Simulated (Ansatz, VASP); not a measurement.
## Two plane-wave programs on Cd

File INCAR:

```
  PREC = Accurate
  ENCUT = 520
  EDIFF = 1E-7
  ISMEAR = -1
  SIGMA = 0.1
  LREAL = F
  LASPH = T
  NELM = 60
  ALGO = Normal
  ISIF = 2
  LWAVE = F
  LCHARG = T
  GGA = RP
  LELF = T
  LVHAR = T
  NBANDS = 12
```

The input KPOINTS:

```
Automatic mesh
0
Gamma
  12 12 12
```

POSCAR

```
Cd
1.0
    2.9827850164      0.0000000000      0.0000000000
    0.0000000000      2.9827850164      0.0000000000
    0.0000000000      0.0000000000      2.9827850164
Cd
1
Direct
    0.0000000000      0.0000000000      0.0000000000
```

Input for Ansatz:

```yaml
crystal:
  lattice:
    - [2.9827850164, 0.0, 0.0]
    - [0.0, 2.9827850164, 0.0]
    - [0.0, 0.0, 2.9827850164]
  atoms:
    - { symbol: Cd, position: [0.0, 0.0, 0.0] }
hamiltonian:
  xc: rpbe
  pseudopotentials:
    kind: paw
    azcp:
      Cd: "pseudopotentials/Cd.paw.azcp"
basis:
  ecutwfc: 420
  fft_grid_basis: typed
kpoints:
  mp_grid: { grid: [12, 12, 12], shift: [0, 0, 0] }
magnetization:
  spin_polarized: false
scf:
  occupations: { method: fermi_dirac, width: 0.1 }
  lower_state_search: "off"
output:
  stress: true
```

Alike in both runs: task single point; functional RPBE; k mesh 12 × 12 × 12; occupations fermi-dirac, width 0.1 eV; no spin polarisation.

|  | VASP | Ansatz |
| --- | --- | --- |
| version | VASP 6.6.1 | Ansatz 0.2.0 |
| potentials or method | VASP PAW PBE potentials, release 64 (Cd), cutoff 520 eV | plane waves (420 eV) with PAW, scalar-relativistic |
| valence electrons in the cell | 12 | 20 |

VASP gave:

```
pressure (GPa) : 2.7
```

Task: Which values does Ansatz return?

Result: Pressure (GPa): 2.5.

VASP's potentials were made for PBE, not for RPBE. VASP's potentials hold 12 valence electrons a cell and Ansatz's 20, so a difference there can come from the potentials and not from the codes.
